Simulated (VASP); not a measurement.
# FeO (R-3m) in VASP: a series of runs

FeO is run at these levels: PBE+U; tasks: single point.

Program: VASP 6.6.1. These are calculated values, not measurements. Logs are shortened: lines on timing, memory, paths and dates and some standing lists are left out, and cuts for length are marked.

## (1) The cell of the first run

Symmetry: R-3m, No. 166, trigonal system. The conventional cell has a = 3.169 Å, b = 3.169 Å, c = 7.449 Å, α = 90.00°, β = 90.00°, γ = 120.00°. Fe (site symmetry -3m) has 6 O at 2.21 Å within 2.9 Å. O (site symmetry -3m) has 6 Fe at 2.21 Å within 2.9 Å.

## (2) Single point, PBE+U, collinear spin, ferromagnetic start

Input file INCAR:

```
PREC = Accurate
ENCUT = 600
EDIFF = 1E-6
ISMEAR = 0
SIGMA = 0.02
LREAL = F
LASPH = T
NELM = 200
ALGO = Normal
ISIF = 2
LWAVE = F
LCHARG = T
ISPIN = 2
MAGMOM = 3.9 0.17
LORBIT = 11
LMAXMIX = 4
LDAU = T
LDAUTYPE = 2
LDAUL = 2 -1
LDAUU = 5.3 0
LDAUJ = 0 0
LDAUPRINT = 1
GGA = PE
LELF = T
LVHAR = T
NBANDS = 22
GGA_COMPAT = F
```

Input file KPOINTS:

```
Automatic mesh
0
Gamma
  12 12 12
```

Input file POSCAR:

```
FeO
1.0
    1.5844222963      0.9147666393      2.4830575933
   -1.5844222963      0.9147666393      2.4830575933
    0.0000000000     -1.8295332785      2.4830575934
Fe O
1 1
Direct
    0.0000000000      0.0000000000      0.0000000000
    0.5000000000      0.5000000000      0.5000000000
```

Potentials or basis: VASP PAW PBE potentials, release 64 (Fe_sv, O).

Run with:

```sh
> cat potpaw_PBE.64/Fe_sv/POTCAR potpaw_PBE.64/O/POTCAR > POTCAR
> mpirun -np 1 vasp_std > vasp.out
```

OUTCAR:

```text
PREC = Accurate
   ENCUT = 600
   EDIFF = 1E-6
   ISMEAR = 0
   LREAL = F
   LASPH = T
   NELM = 200
   ISIF = 2
   ISPIN = 2
   LORBIT = 11
   GGA = PE

 ion  position               nearest neighbor table
   1  0.000  0.000  0.000-   2 2.21   2 2.21   2 2.21   2 2.21   2 2.21   2 2.21
   2  0.500  0.500  0.500-   1 2.21   1 2.21   1 2.21   1 2.21   1 2.21   1 2.21

  LATTYP: Found a trigonal (rhomboedric) cell.
 ALAT       =     3.0842773917
 COS(alpha) =     0.4722052994

  Lattice vectors:

 A1 = (   1.5844222963,   0.9147666393,   2.4830575933)
 A2 = (  -1.5844222963,   0.9147666393,   2.4830575933)
 A3 = (   0.0000000000,  -1.8295332785,   2.4830575934)

Analysis of symmetry for initial positions (statically):
=====================================================================
 Subroutine PRICEL returns:
 Original cell was already a primitive cell.

 Routine SETGRP: Setting up the symmetry group for a
 trigonal (rhombohedral) supercell.

 Subroutine GETGRP returns: Found 12 space group operations
 (whereof 12 operations were pure point group operations)
 out of a pool of 12 trial point group operations.

The static configuration has the point symmetry D_3d.

Analysis of symmetry for dynamics (positions and initial velocities):
=====================================================================
 Subroutine PRICEL returns:
 Original cell was already a primitive cell.

 Routine SETGRP: Setting up the symmetry group for a
 trigonal (rhombohedral) supercell.

 Subroutine GETGRP returns: Found 12 space group operations
 (whereof 12 operations were pure point group operations)
 out of a pool of 12 trial point group operations.

The dynamic configuration has the point symmetry D_3d.

Analysis of structural, dynamic, and magnetic symmetry:
=====================================================================
 Subroutine PRICEL returns:
 Original cell was already a primitive cell.

 Routine SETGRP: Setting up the symmetry group for a
 trigonal (rhombohedral) supercell.

 Subroutine GETGRP returns: Found 12 space group operations
 (whereof 12 operations were pure point group operations)
 out of a pool of 12 trial point group operations.

The overall configuration has the point symmetry D_3d.

 Subroutine INISYM returns: Found 12 space group operations
 (whereof 12 operations are pure point group operations),
 and found     1 'primitive' translations

----------------------------------------------------------------------------------------

                                     Primitive cell

  volume of cell :      21.5933

  direct lattice vectors                    reciprocal lattice vectors
     1.584422296  0.914766639  2.483057593     0.315572434  0.182195830  0.134243094
    -1.584422296  0.914766639  2.483057593    -0.315572434  0.182195830  0.134243094
     0.000000000 -1.829533279  2.483057593     0.000000000 -0.364391659  0.134243094

  length of vectors
     3.084277392  3.084277392  3.084277392     0.388332962  0.388332962  0.388332962

  position of ions in fractional coordinates (direct lattice)
     0.000000000  0.000000000  0.000000000
     0.500000000  0.500000000  0.500000000

  ion indices of the primitive-cell ions
   primitive index   ion index
                 1           1
                 2           2

----------------------------------------------------------------------------------------

 KPOINTS: Automatic mesh
[... 67 lines left out ...]
   NELM   =    200;   NELMIN=  2; NELMDL= -5     # of ELM steps
   EDIFF  = 0.1E-05   stopping-criterion for ELM
   LREAL  =      F    real-space projection
   EDIFFG = 0.1E-04   stopping-criterion for IOM
   NSW    =      0    number of steps for IOM
   IBRION =     -1    ionic relax: 0-MD 1-quasi-New 2-CG
   NFREE  =      0    steps in history (QN), initial steepest desc. (CG)
   ISIF   =      2    stress and relaxation
   ISYM   =      2    0-nonsym 1-usesym 2-fastsym
   POTIM  = 0.5000    time-step for ionic-motion
   TEBEG  =    0.0;   TEEND  =   0.0 temperature during run
   PSTRESS=    0.0 pullay stress
   NELECT =      22.0000    total number of electrons
   NUPDOWN=      -1.0000    fix difference up-down
   EMIN   =  10.00;   EMAX   =-10.00  energy-range for DOS
   EFERMI =   0.00;   METHOD = LEGACY
   ISMEAR =     0;   SIGMA  =   0.02  broadening in eV -4-tet -1-fermi 0-gaus
   EFERMI_NEDOS =   21; number of points for ismear=-14 and -15
   IALGO  =     38    algorithm
   IMIX   =      4    mixing-type and parameters
     AMIX     =   0.40;   BMIX     =  1.00
     AMIX_MAG =   1.60;   BMIX_MAG =  1.00
  volume/ion in A,a.u.               =      10.80        72.86
  Fermi-wavevector in a.u.,A,eV,Ry     =   1.647312  3.112969 36.921286  2.713638
  Thomas-Fermi vector in A             =   2.736793
   LORBIT       =     11    0 simple, 1 ext, 2 COOP (PROOUT), +10 PAW based schemes
 LDA+U is selected, type is set to LDAUTYPE =  2
   angular momentum for each species LDAUL =     2   -1
   U (eV)           for each species LDAUU =   5.3  0.0
   J (eV)           for each species LDAUJ =   0.0  0.0
   GGA     = PE    functional components
   LHFCALC =     F    Hartree Fock is set to
   AEXX    =    0.0000 exact exchange contribution
   IVDW    =     0    specifies the selected vdW correction
   LEPSILON=     F    determine dielectric tensor
   LRPA    =     F    only Hartree local field effects (RPA)
 spin polarized calculation
 Gauss-broadening in eV      SIGMA  =   0.02
  energy-cutoff  :      600.00
  volume of cell :       21.59
 maximum number of plane-waves:       742
 NGX is ok and might be reduce to    28
   NGX = 13   NGY = 13   NGZ = 13

atom =   1  type =  1  l = 2

 onsite density matrix

spin component  1

  0.9174 -0.0000  0.0000 -0.0132  0.0000
 -0.0000  0.9247 -0.0000 -0.0000 -0.0132
  0.0000 -0.0000  0.9102 -0.0000 -0.0000
 -0.0132 -0.0000 -0.0000  0.9247 -0.0000
  0.0000 -0.0132 -0.0000 -0.0000  0.9174

spin component  2

  0.2161  0.0000  0.0000  0.1661  0.0000
  0.0000  0.2279 -0.0000  0.0000  0.1661
  0.0000 -0.0000  0.0399  0.0000 -0.0000
  0.1661  0.0000  0.0000  0.2279  0.0000
  0.0000  0.1661 -0.0000  0.0000  0.2161

 occupancies and eigenvectors

  o =  0.0399  v =  0.0000  0.0000  0.0000  0.0000  0.0000  0.0000  0.0000  1.0000  0.0000  0.0000      0.0000  0.0000  0.0000  0.0000  0.0000  0.0000  0.0000  0.0000  0.0000  0.0000
  o =  0.0558  v =  0.0000  0.0000  0.0000  0.0000  0.0000  0.0000  0.6944 -0.0000  0.0000 -0.7196      0.0000  0.0000  0.0000  0.0000  0.0000  0.0000  0.0000  0.0000  0.0000  0.0000
  o =  0.0558  v =  0.0000  0.0000  0.0000  0.0000  0.0000 -0.7196  0.0000  0.0000  0.6944  0.0000      0.0000  0.0000  0.0000  0.0000  0.0000  0.0000  0.0000  0.0000  0.0000  0.0000
  o =  0.3882  v =  0.0000  0.0000  0.0000  0.0000  0.0000 -0.6944  0.0000 -0.0000 -0.7196 -0.0000      0.0000  0.0000  0.0000  0.0000  0.0000  0.0000  0.0000  0.0000  0.0000  0.0000
  o =  0.3882  v =  0.0000  0.0000  0.0000  0.0000  0.0000  0.0000  0.7196 -0.0000 -0.0000  0.6944      0.0000  0.0000  0.0000  0.0000  0.0000  0.0000  0.0000  0.0000  0.0000  0.0000
  o =  0.9074  v =  0.7958 -0.0000 -0.0000  0.6056 -0.0000  0.0000  0.0000  0.0000  0.0000  0.0000      0.0000  0.0000  0.0000  0.0000  0.0000  0.0000  0.0000  0.0000  0.0000  0.0000
  o =  0.9074  v =  0.0000  0.6056  0.0000  0.0000  0.7958  0.0000  0.0000  0.0000  0.0000  0.0000      0.0000  0.0000  0.0000  0.0000  0.0000  0.0000  0.0000  0.0000  0.0000  0.0000
  o =  0.9102  v =  0.0000 -0.0000  1.0000  0.0000 -0.0000  0.0000  0.0000  0.0000  0.0000  0.0000      0.0000  0.0000  0.0000  0.0000  0.0000  0.0000  0.0000  0.0000  0.0000  0.0000
  o =  0.9348  v = -0.0000 -0.7958  0.0000  0.0000  0.6056  0.0000  0.0000  0.0000  0.0000  0.0000      0.0000  0.0000  0.0000  0.0000  0.0000  0.0000  0.0000  0.0000  0.0000  0.0000
  o =  0.9348  v = -0.6056  0.0000 -0.0000  0.7958 -0.0000  0.0000  0.0000  0.0000  0.0000  0.0000      0.0000  0.0000  0.0000  0.0000  0.0000  0.0000  0.0000  0.0000  0.0000  0.0000

 number of electron      22.0000012 magnetization       4.0173571

 Free energy of the ion-electron system (eV)
  ---------------------------------------------------
  ext. energy  EPLUGINS =         0.00000000
  ---------------------------------------------------
  free energy    TOTEN  =       -12.05613697 eV

  energy without entropy =      -12.05589020  energy(sigma->0) =      -12.05601358

 E-fermi :   9.2879     XC(G=0): -12.0673

 val. band max:        9.2801500490   @ k =  -0.3333   0.0833   0.0000
 cond. band min:       9.2895831489   @ k =   0.4167   0.0833   0.0000
 fundamental gap:      0.0094330999
 Fermi energy:         9.2878916124

 spin component 1

 k-point     1 :       0.0000    0.0000    0.0000
  band No.  band energies     occupation
      1     -81.3591      1.00000
      2     -47.6154      1.00000
      3     -47.2636      1.00000
      4     -47.2636      1.00000
      5     -11.1327      1.00000
      6       2.6349      1.00000
[... 1193 lines left out ...]
     21      34.1012      0.00000
     22      35.3968      0.00000

 [... further k-points ...]

------------------------ aborting loop because EDIFF is reached ----------------------------------------

  FORCE on cell =-STRESS in cart. coord.  units (eV):
  Direction    XX          YY          ZZ          XY          YZ          ZX
  --------------------------------------------------------------------------------------
  -------------------------------------------------------------------------------------
  Total       -1.5482563     -1.5482563     -1.1564315      0.0000000      0.0000000      0.0000000
  in kB     -114.8772767   -114.8772767    -85.8047201      0.0000000      0.0000000      0.0000000
  external PRESSURE =    -105.1864245 kB  Pullay stress =       0.0000000 kB

 VOLUME and BASIS-vectors are now :
 -----------------------------------------------------------------------------
  energy-cutoff  :      600.00
  volume of cell :       21.59
      direct lattice vectors                 reciprocal lattice vectors
     1.584422296  0.914766639  2.483057593     0.315572434  0.182195830  0.134243094
    -1.584422296  0.914766639  2.483057593    -0.315572434  0.182195830  0.134243094
     0.000000000 -1.829533279  2.483057593     0.000000000 -0.364391659  0.134243094

 POSITION                                       TOTAL-FORCE (eV/Angst)
 -----------------------------------------------------------------------------------
      0.00000      0.00000      0.00000         0.000000      0.000000     -0.000000
      0.00000      0.00000      3.72459         0.000000     -0.000000      0.000000
 -----------------------------------------------------------------------------------
    total drift:                                0.000000      0.000000      0.000000

  FREE ENERGIE OF THE ION-ELECTRON SYSTEM (eV)
  ---------------------------------------------------
  free  energy   TOTEN  =       -12.0561369700 eV

  energy  without entropy=      -12.0558901999  energy(sigma->0) =      -12.05601358

 total charge

# of ion       s       p       d       tot
------------------------------------------
    1        2.102   5.991   5.499  13.592
    2        1.551   3.432   0.000   4.982
--------------------------------------------------
tot          3.652   9.423   5.499  18.574

 magnetization (x)

# of ion       s       p       d       tot
------------------------------------------
    1        0.016   0.010   3.656   3.682
    2        0.022   0.162   0.000   0.185
--------------------------------------------------
tot          0.038   0.173   3.656   3.866
```

Wall time 3.1 min (1 thread of Intel Xeon 6975P-C (Granite Rapids), shared host); peak memory 0.3 GiB.

What came out:

```
Free energy                                           : -12.0561 eV
Pressure                                              : -10.5 GPa
Band gap on the k mesh                                : zero (filled and empty bands overlap)
Net moment                                            : 4.02 μB per cell
Site moments                                          : Fe +3.68; O +0.18 μB
Valence electrons inside the program's atomic spheres : Fe 13.59; O 4.98
```

Levels at points of the mesh, in eV from the Fermi level:
Spin up:
| k point | band 11 | band 12 | band 13 | band 14 | band 15 | band 16 |
| --- | --- | --- | --- | --- | --- | --- |
| (0.00, 0.00, 0.00) | -3.88 | -3.88 | -3.65 | -0.78 | 14.47 | 15.09 |
| (0.50, 0.00, 0.00) | -4.65 | -1.97 | -1.92 | 3.44 | 7.17 | 11.41 |
| (0.50, 0.50, 0.00) | -5.37 | -5.05 | -4.78 | 4.14 | 7.84 | 9.31 |
| (0.50, 0.50, 0.50) | -4.89 | -1.94 | -1.94 | 3.11 | 7.77 | 10.91 |
Spin down:
```csv
k point,band 7,band 8,band 9,band 10,band 11,band 12
"(0.00, 0.00, 0.00)",-3.55,-3.30,-0.91,-0.91,-0.14,1.28
"(0.50, 0.00, 0.00)",-4.97,-4.61,0.28,0.41,2.24,3.78
"(0.50, 0.50, 0.00)",-4.72,-4.43,-1.76,0.54,2.03,2.44
"(0.50, 0.50, 0.50)",-4.96,-4.96,0.26,0.26,2.25,3.51
```

Eigenvalues of the final occupation matrices:
| site | spin | trace | eigenvalues |
| --- | --- | --- | --- |
| site 1 d | 1 | 4.59 | 0.91 0.91 0.91 0.93 0.93 |
| site 1 d | 2 | 0.93 | 0.04 0.06 0.06 0.39 0.39 |

Caveat: the cell stands under tension; a cell with one magnetic atom can't hold antiferromagnetic order, which such compounds often take. The state reached can hang on the start; a lower one may exist.

## (3) Single point, PBE+U, collinear spin, ferromagnetic start

Input file INCAR:

```
SYSTEM = FeO
PREC = Accurate
ENCUT = 600
EDIFF = 1E-6
ISMEAR = 0
SIGMA = 0.1
LREAL = .FALSE.
LASPH = .TRUE.
NELM = 200
ALGO = Normal
ISIF = 2
LWAVE = .FALSE.
LCHARG = .FALSE.
ISPIN = 2
MAGMOM = 3.91 0.24
LORBIT = 11
LMAXMIX = 4
LDAU = .TRUE.
LDAUTYPE = 2
LDAUL = 2 -1
LDAUU = 5.3 0
LDAUJ = 0 0
LDAUPRINT = 1
GGA = PE
NBANDS = 22
GGA_COMPAT = .FALSE.
```

Input file KPOINTS:

```
regular mesh
0
G
  18 18 18
  0 0 0
```

POSCAR is that of step 2.

Potentials or basis: VASP PAW PBE potentials, release 64 (Fe_sv, O).

Run with:

```sh
> cat potpaw_PBE.64/Fe_sv/POTCAR potpaw_PBE.64/O/POTCAR > POTCAR
> mpirun -np 1 vasp_std > vasp.out
```

Run time: 16 min. Hardware: 1 thread of Intel Xeon Platinum 8488C (Sapphire Rapids), shared host; peak memory 0.57 GiB.

It converged, with:

```
Free energy                                           : -11.9423 eV
Pressure                                              : -12.6 GPa
Band gap on the k mesh                                : zero (filled and empty bands overlap)
Net moment                                            : 4.02 μB per cell
Site moments                                          : Fe +3.72; O +0.19 μB
Valence electrons inside the program's atomic spheres : Fe 13.57; O 4.98
```

Stress tensor (GPa, compression positive):
```
-13.68   0.00   0.00
  0.00 -13.68   0.00
  0.00   0.00 -10.47
```

Levels at points of the mesh, in eV from the Fermi level:
Spin up:
```
           k point  band 11  band 12  band 13  band 14  band 15  band 16
(0.00, 0.00, 0.00)    -4.27    -4.27    -4.04    -1.16    14.19    14.63
(0.50, 0.00, 0.00)    -5.30    -2.42    -2.39     3.06     6.78    10.97
(0.50, 0.50, 0.00)    -6.14    -5.44    -5.17     3.73     7.48     8.92
(0.50, 0.50, 0.50)    -5.13    -2.41    -2.41     2.82     7.35    10.49
```
Spin down:
| k point | band 7 | band 8 | band 9 | band 10 | band 11 | band 12 |
| --- | --- | --- | --- | --- | --- | --- |
| (0.00, 0.00, 0.00) | -3.93 | -3.69 | -0.76 | -0.72 | -0.72 | -0.28 |
| (0.50, 0.00, 0.00) | -5.29 | -5.05 | 0.37 | 0.39 | 0.65 | 3.32 |
| (0.50, 0.50, 0.00) | -5.10 | -4.82 | -2.05 | 0.80 | 0.81 | 1.85 |
| (0.50, 0.50, 0.50) | -5.38 | -5.38 | 0.53 | 0.53 | 0.59 | 3.04 |

Eigenvalues of the final occupation matrices:
```
    site  spin  trace               eigenvalues
site 1 d     1   4.60  0.91 0.91 0.91 0.94 0.94
site 1 d     2   0.90  0.06 0.06 0.26 0.26 0.26
```

Caveat: the cell stands under tension; a cell with one magnetic atom can't hold antiferromagnetic order, which such compounds often take.

## (4) Single point, PBE+U, collinear spin, ferromagnetic start (11.44 Å³/atom)

This run uses another cell than the first one, of 11.44 Å³/atom.

Input file INCAR:

```
ALGO     = Normal         # electronic algorithm
EDIFF    = 1E-6           # SCF threshold, eV
ENCUT    = 520            # plane-wave cutoff, eV
GGA      = PE             # functional
ISIF     = 2              # what is computed and relaxed
ISMEAR   = 0              # smearing method
ISPIN    = 2              # spin polarisation
LASPH    = T              # aspherical terms in the spheres
LCHARG   = F              # write CHGCAR
LDAU     = T              # DFT+U
LDAUJ    = 0 0          
LDAUL    = 2 -1           # shell
LDAUPRINT= 1            
LDAUTYPE = 2            
LDAUU    = 5.3 0          # U, eV
LMAXMIX  = 4              # l up to which the mixer works
LORBIT   = 11             # projections on sites
LREAL    = F              # projectors in reciprocal space
LWAVE    = F              # write WAVECAR
MAGMOM   = 3.9 0.17       # initial moments
NBANDS   = 18             # bands
NELM     = 150            # most SCF steps
PREC     = Accurate       # precision mode
SIGMA    = 0.02           # smearing width, eV
```

Input file KPOINTS:

```
k-points
0
Gamma
  12 12 12
```

Input file POSCAR:

```
FeO
1.0
    1.6135003772      0.9315548772      2.5380279832
   -1.6135003772      0.9315548772      2.5380279832
    0.0000000000     -1.8631097542      2.5380279833
Fe O
1 1
Direct
    0.0000000000      0.0000000000      0.0000000000
    0.5000000000      0.5000000000      0.5000000000
```

Potentials or basis: VASP PAW PBE potentials, release 64 (Fe, O).

Run with:

```sh
> cat potpaw_PBE.64/Fe/POTCAR potpaw_PBE.64/O/POTCAR > POTCAR
> mpirun -np 1 vasp_std > vasp.out
```

Wall time 62 s (1 thread of Intel Xeon 6975P-C (Granite Rapids), shared host); peak memory 0.24 GiB.

Results (log left out):

```
Free energy                                           : -12.4125 eV
Pressure                                              : -15.8 GPa
Band gap on the k mesh                                : zero (filled and empty bands overlap)
Net moment                                            : 4.00 μB per cell
Site moments                                          : Fe +3.85; O +0.15 μB
Valence electrons inside the program's atomic spheres : Fe 6.57; O 4.95
```

Stress tensor (GPa, compression positive):
```
-16.74   0.00   0.00
  0.00 -16.74   0.00
  0.00   0.00 -13.98
```

Levels at points of the mesh, in eV from the Fermi level:
Spin up:
```
           k point  band 5  band 6  band 7  band 8  band 9  band 10  band 11  band 12  band 13  band 14
(0.00, 0.00, 0.00)   -6.22   -6.22   -3.13   -3.13   -2.91    -0.52    14.19    14.19    14.91    14.93
(0.50, 0.00, 0.00)   -6.16   -5.79   -4.52   -1.69   -1.66     3.83     7.15    11.53    11.90    16.82
(0.50, 0.50, 0.00)   -5.91   -5.79   -5.47   -4.23   -3.99     4.23     8.04     8.88    13.04    13.49
(0.50, 0.50, 0.50)   -5.64   -5.64   -4.69   -1.70   -1.70     3.56     7.66    11.10    11.10    16.07
```
Spin down:
```csv
k point,band 3,band 4,band 5,band 6,band 7,band 8
"(0.00, 0.00, 0.00)",-2.84,-2.64,-0.83,-0.83,0.21,1.97
"(0.50, 0.00, 0.00)",-4.15,-3.74,0.28,0.33,2.77,3.97
"(0.50, 0.50, 0.00)",-3.92,-3.68,-1.38,0.34,2.39,2.78
"(0.50, 0.50, 0.50)",-4.01,-4.01,0.12,0.12,2.77,4.04
```

Eigenvalues of the final occupation matrices:
| site | spin | trace | eigenvalues |
| --- | --- | --- | --- |
| site 1 d | 1 | 4.92 | 0.97 0.97 0.97 1.01 1.01 |
| site 1 d | 2 | 1.12 | 0.03 0.07 0.07 0.47 0.47 |

Caveat: the cell stands under tension; a cell with one magnetic atom can't hold antiferromagnetic order, which such compounds often take. The state reached can hang on the start; a lower one may exist.

(Part 1 of 2 ends here.)
